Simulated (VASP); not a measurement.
ZnS:

```
Zn S
1.0
     3.68795    0.00000    0.00000
    -1.84397    3.19385    0.00000
     0.00000    0.00000    5.78202
Zn S
2 2
Cartesian
  0.0000 0.0000 0.0000
  0.0000 0.0000 2.8910
  0.0000 2.1292 1.4455
  1.8440 1.0646 4.3365
```

This cell differs from its parent crystal: epitaxial xy strain +2.7%.

Base run:

| Quantity | Value |
| --- | --- |
| Program | VASP 6.6.1 |
| Functional | PBE |
| Potentials or basis | VASP PAW PBE potentials, release 64 (Zn, S) |
| Cutoff | 520 eV |
| k mesh | 12 × 12 × 4 |
| Occupations | fermi-dirac, width 0.02 eV |
| Spin | no spin polarisation |

Its results: band gap on the k mesh 0.61 eV (least direct gap 1.47 eV); pressure -0.7 GPa.

The run is repeated on the same cell with these changes: functional from PBE to r2SCAN; occupations from fermi-dirac, width 0.02 eV to gaussian, width 0.01 eV. What comes out?

Band gap on the k mesh 1.06 eV (least direct gap 2.14 eV); pressure -3.2 GPa.

Caveats: the cell stands under tension (at least some runs); the PAW data sets were made with another functional, which shifts forces and pressure a little (at least some runs).

A k mesh can miss the band edges.
